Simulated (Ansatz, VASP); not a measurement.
Ta12F: VASP beside Ansatz

The input INCAR:

```
ALGO     = Normal         # electronic algorithm
DIPOL    = 0.5 0.5 0.307
EDIFF    = 1E-6           # SCF threshold, eV
ENCUT    = 520            # plane-wave cutoff, eV
GGA      = CA             # functional
GGA_COMPAT= F            
IDIPOL   = 3            
ISIF     = 2              # what is computed and relaxed
ISMEAR   = 0              # smearing method
ISPIN    = 2              # spin polarisation
KPAR     = 4            
LASPH    = T              # aspherical terms in the spheres
LCHARG   = F              # write CHGCAR
LDIPOL   = T            
LMAXMIX  = 4              # l up to which the mixer works
LORBIT   = 11             # projections on sites
LREAL    = F              # projectors in reciprocal space
LWAVE    = F              # write WAVECAR
MAGMOM   = 0 0 0 0 0 0 0 0 0 0 0 0 1 # initial moments
NBANDS   = 86             # bands
NELM     = 200            # most SCF steps
NELMDL   = -8           
PREC     = Accurate       # precision mode
SIGMA    = 0.1            # smearing width, eV
```

KPOINTS

```
k-points
0
Gamma
  5 5 1
```

The input POSCAR:

```
Ta12F
1.0
    5.6341016702      0.0000000000      0.0000000000
   -1.8780338901      5.3118819959      0.0000000000
    0.0000000000      0.0000000000     21.4444204585
Ta F
12 1
Direct
    0.2500000000      0.2500000000      0.1865287060
    0.2500000000      0.7500000000      0.1865287060
    0.7500000000      0.2500000000      0.1865287060
    0.7500000000      0.7500000000      0.1865287060
    0.0000000000      0.0000000000      0.2901575821
    0.0000000000      0.5000000000      0.2901575821
    0.5000000000      0.0000000000      0.2901575821
    0.5000000000      0.5000000000      0.2901575821
    0.2500000000      0.2500000000      0.3937817054
    0.2500000000      0.7500000000      0.3937817054
    0.7500000000      0.2500000000      0.3937817054
    0.7500000000      0.7500000000      0.3937817054
    0.5000000000      0.5000000000      0.5070978943
```

Input for Ansatz:

```yaml
crystal:
  lattice:
    - [5.6341016702, 0.0, 0.0]
    - [-1.8780338901, 5.3118819959, 0.0]
    - [0.0, 0.0, 21.4444204585]
  atoms:
    - { symbol: Ta, position: [0.25, 0.25, 0.186528706] }
    - { symbol: Ta, position: [0.25, 0.75, 0.186528706] }
    - { symbol: Ta, position: [0.75, 0.25, 0.186528706] }
    - { symbol: Ta, position: [0.75, 0.75, 0.186528706] }
    - { symbol: Ta, position: [0.0, 0.0, 0.2901575821] }
    - { symbol: Ta, position: [0.0, 0.5, 0.2901575821] }
    - { symbol: Ta, position: [0.5, 0.0, 0.2901575821] }
    - { symbol: Ta, position: [0.5, 0.5, 0.2901575821] }
    - { symbol: Ta, position: [0.25, 0.25, 0.3937817054] }
    - { symbol: Ta, position: [0.25, 0.75, 0.3937817054] }
    - { symbol: Ta, position: [0.75, 0.25, 0.3937817054] }
    - { symbol: Ta, position: [0.75, 0.75, 0.3937817054] }
    - { symbol: F, position: [0.5, 0.5, 0.5070978943], spin: 1.0 }
basis:
  ecutwfc: 420
kpoints:
  mp_grid: { grid: [5, 5, 1] }
hamiltonian:
  xc: lda
  pseudopotentials: { kind: paw, azcp: { folder: soft_1 } }
scf:
  occupations: { method: gaussian, width: 0.1 }
output:
  forces: true
  eigenvalues: true
  populations: true
magnetization:
  spin_polarized: true
efield:
  axis: 3
  dipole_correction: true
  ramp_width: 0.04
```

Alike in both runs: task single point; functional LDA; k mesh 5 × 5 × 1; occupations gaussian, width 0.1 eV; collinear spin.

|  | VASP | Ansatz |
| --- | --- | --- |
| version | VASP 6.6.1 | Ansatz 0.2.0 |
| potentials or method | VASP PAW LDA potentials, release 64 (Ta_pv, F), cutoff 520 eV | scalar-relativistic, plane waves, PAW |
| valence electrons in the cell | 139 | 163 |

|  | VASP | Ansatz | Ansatz less VASP |
| --- | --- | --- | --- |
| gap on the k mesh at the Fermi level (eV) | none | none | - |
| rms of the force components (eV/Å) | 0.563 | 0.559 | -0.0045 |
| net moment per atom (μB) | 0.00 | 0.00 | 0.000 |

Ansatz warns that its potentials were made for another functional, while VASP's fit it. LDA's correlation is that of Perdew and Zunger in VASP and of Perdew and Wang (1992) in Ansatz. Atom by atom the forces differ by 0.020 eV/Å (rms over components). A gap of «none» marks a metal or a gap that the smearing closes. VASP's potentials hold 139 valence electrons a cell and Ansatz's 163, so a difference there can come from the potentials and not from the codes. Ansatz's warnings: seeded moment not kept.

Spin-orbit coupling is off throughout.
